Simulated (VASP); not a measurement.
Here is a VASP 6.6.1 calculation.

The input INCAR:

```
ALGO = Normal
EDIFF = 1E-6
ENCUT = 500
GGA = PE
GGA_COMPAT = F
ISIF = 2
ISMEAR = 0
LASPH = T
LCHARG = T
LELF = T
LREAL = F
LVHAR = T
LWAVE = F
NBANDS = 17
NELM = 120
PREC = Accurate
SIGMA = 0.01
```

Contents of KPOINTS:

```
k-points
0
Gamma
  4 4 4
```

POSCAR

```
PbS
1.0
    0.0000000000      2.9573603494      2.9573603494
    2.9573603494      0.0000000000      2.9573603494
    2.9573603494      2.9573603494      0.0000000000
Pb S
1 1
Direct
    0.0000000000      0.0000000000      0.0000000000
    0.5000000000      0.5000000000      0.5000000000
```

Potentials or basis: VASP PAW PBE potentials, release 64 (Pb_d, S).

Run with:

```bash
$ cat potpaw_PBE.64/Pb_d/POTCAR potpaw_PBE.64/S/POTCAR > POTCAR
$ mpirun -np 1 vasp_std > vasp.out
```

Q: Estimate the pressure.

A: 2.8 GPa.

Q: What does it give for the band gap on the k mesh?

A: 0.33 eV.

Caveat: the k points lie up to 0.46 Å⁻¹ apart; the cell differs from its parent crystal (strain -1.0%); spin-orbit coupling is left out, which moves the levels of the heavy elements. A k mesh can miss the band edges.
